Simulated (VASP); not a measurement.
A run of VASP 6.6.1 is set up as follows.

Contents of INCAR:

```
  ALGO = Normal
  DIPOL = 0.5 0.5 0.500
  EDIFF = 1E-7
  ENCUT = 520
  IDIPOL = 3
  ISIF = 2
  ISMEAR = -1
  LASPH = True
  LCHARG = True
  LDIPOL = True
  LELF = True
  LREAL = False
  LVACPOTAV = True
  LVHAR = True
  LWAVE = False
  NBANDS = 20
  NELM = 100
  PREC = Accurate
  SIGMA = 0.05
```

Contents of KPOINTS:

```
k-points
0
Gamma
  14 14 1
```

File POSCAR:

```
Sb
1.0
    3.3135280288      0.0000000000      0.0000000000
   -1.6567640144      2.8695994490      0.0000000000
    0.0000000000      0.0000000000     26.8219000000
Sb
5
Direct
    0.8333333333      0.1666666667      0.2994801182
    0.1666666667      0.8333333333      0.3953626039
    0.5000000000      0.5000000000      0.4999999994
    0.8333333333      0.1666666667      0.6046373963
    0.1666666667      0.8333333333      0.7005198821
```

Potentials or basis: VASP PAW LDA potentials, release 64 (Sb).

Run with:

```sh
$ cat potpaw_LDA.64/Sb/POTCAR > POTCAR
$ mpirun -np 1 vasp_std > vasp.out
```

Question: Predict the band gap on the k mesh.

Answer: Zero (an odd number of electrons rules out a gap without spin polarisation).

Question: What does it give for the largest force?

Answer: 0.031 eV/Å.

Forces in eV/Å, atoms in the order of the input:
```
Sb   0.000  0.000 -0.031
Sb   0.000  0.000  0.026
Sb   0.000  0.000  0.000
Sb   0.000  0.000 -0.026
Sb   0.000  0.000  0.031
```

Caveat: spin-orbit coupling is left out, which moves the levels of the heavy elements.
